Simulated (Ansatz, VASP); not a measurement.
# InSb in VASP and in Ansatz

INCAR

```
  ALGO = Normal
  EDIFF = 1E-6
  ENCUT = 520
  GGA = PS
  ISIF = 2
  ISMEAR = 0
  LASPH = True
  LCHARG = True
  LELF = True
  LREAL = False
  LVHAR = True
  LWAVE = False
  NBANDS = 16
  NELM = 100
  PREC = Accurate
  SIGMA = 0.15
```

KPOINTS

```
k-points
0
Gamma
  14 14 14
```

POSCAR

```
InSb
1.0
    0.0000000000      2.9966751750      3.0735130000
    2.9966751750      0.0000000000      3.0735130000
    2.9966751750      2.9966751750      0.0000000000
In Sb
1 1
Direct
    0.0000000000      0.0000000000      0.0000000000
    0.5000000000      0.5000000000      0.5000000000
```

Input for Ansatz:

```yaml
crystal:
  lattice:
    - [0.0, 2.996675175, 3.073513]
    - [2.996675175, 0.0, 3.073513]
    - [2.996675175, 2.996675175, 0.0]
  atoms:
    - { symbol: In, position: [0.0, 0.0, 0.0] }
    - { symbol: Sb, position: [0.5, 0.5, 0.5] }
basis:
  ecutwfc: 420
kpoints:
  mp_grid: { grid: [14, 14, 14] }
hamiltonian:
  xc: pbesol
scf:
  occupations: { method: gaussian, width: 0.15 }
output:
  forces: true
  stress: true
  eigenvalues: true
```

Change from the starting cell: strain -0.025 along x and y, +0.000 along z, atoms carried along.

Alike in both runs: task single point; functional PBEsol; k mesh 14 × 14 × 14; occupations gaussian, width 0.15 eV; no spin polarisation.

|  | VASP | Ansatz |
| --- | --- | --- |
| version | VASP 6.6.1 | Ansatz 0.2.0 |
| potentials or method | VASP PAW PBE potentials, release 64 (In_d, Sb), cutoff 520 eV | scalar-relativistic, plane waves, PAW |
| valence electrons in the cell | 18 | 28 |

```tsv
	VASP	Ansatz	Ansatz less VASP
gap on the k mesh at the Fermi level (eV)	none	none	-
pressure (GPa)	-0.1	-0.2	-0.03
traceless stress, the component that is largest in VASP (GPa)	-1.37	-1.37	0.000
```

VASP's potentials were made for PBE, not for PBEsol. A gap of «none» marks a metal or a gap that the smearing closes. VASP's potentials hold 18 valence electrons a cell and Ansatz's 28, so a difference there can come from the potentials and not from the codes.

Spin-orbit coupling is off throughout.
